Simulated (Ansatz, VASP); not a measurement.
# TiAl in VASP and in Ansatz

The input INCAR:

```
PREC = Accurate
ENCUT = 500
EDIFF = 1E-6
ISMEAR = 0
SIGMA = 0.15
LREAL = F
LASPH = T
NELM = 120
ALGO = Normal
ISIF = 2
LWAVE = F
LCHARG = F
GGA = PS
NBANDS = 14
GGA_COMPAT = F
```

KPOINTS

```
Automatic mesh
0
Gamma
  24 24 14
```

The input POSCAR:

```
TiAl
1.0
    2.8478212843      0.0000000000      0.0000000000
   -1.4239106421      2.4662855776      0.0000000000
    0.0000000000      0.0000000000      4.6199447408
Ti Al
1 1
Direct
    0.0000000000      0.0000000000      0.0081169802
    0.3333333333      0.6666666667      0.5000000000
```

Input for Ansatz:

```yaml
crystal:
  lattice:
    - [2.8478212843, 0.0, 0.0]
    - [-1.4239106421, 2.4662855776, 0.0]
    - [0.0, 0.0, 4.6199447408]
  atoms:
    - { symbol: Ti, position: [0.0, 0.0, 0.0081169802] }
    - { symbol: Al, position: [0.3333333333, 0.6666666667, 0.5] }
basis:
  ecutwfc: 420
kpoints:
  mp_grid: { grid: [24, 24, 14] }
hamiltonian:
  xc: pbesol
scf:
  occupations: { method: gaussian, width: 0.15 }
output:
  forces: true
  stress: true
  eigenvalues: true
```

Change from the starting cell: all Ti atoms moved +0.037 Å, as atom 1 along Cartesian [0 0 1].

Alike in both runs: task single point; functional PBEsol; k mesh 24 × 24 × 14; occupations gaussian, width 0.15 eV; no spin polarisation.

```csv
,VASP,Ansatz
version,VASP 6.6.1,Ansatz 0.2.0
potentials or method,"VASP PAW PBE potentials, release 64 (Ti_sv, Al), cutoff 500 eV","scalar-relativistic, plane waves, PAW"
valence electrons in the cell,15,15
```

|  | VASP | Ansatz | Ansatz less VASP |
| --- | --- | --- | --- |
| gap on the k mesh at the Fermi level (eV) | none | none | - |
| pressure (GPa) | 0.1 | 0.1 | -0.01 |
| traceless stress, the component that is largest in VASP (GPa) | -0.02 | -0.10 | -0.073 |
| rms of the force components (eV/Å) | 0.161 | 0.161 | -0.0004 |

VASP's potentials were made for PBE, not for PBEsol. Atom by atom the forces differ by 0.000 eV/Å (rms over components). A gap of «none» marks a metal or a gap that the smearing closes.
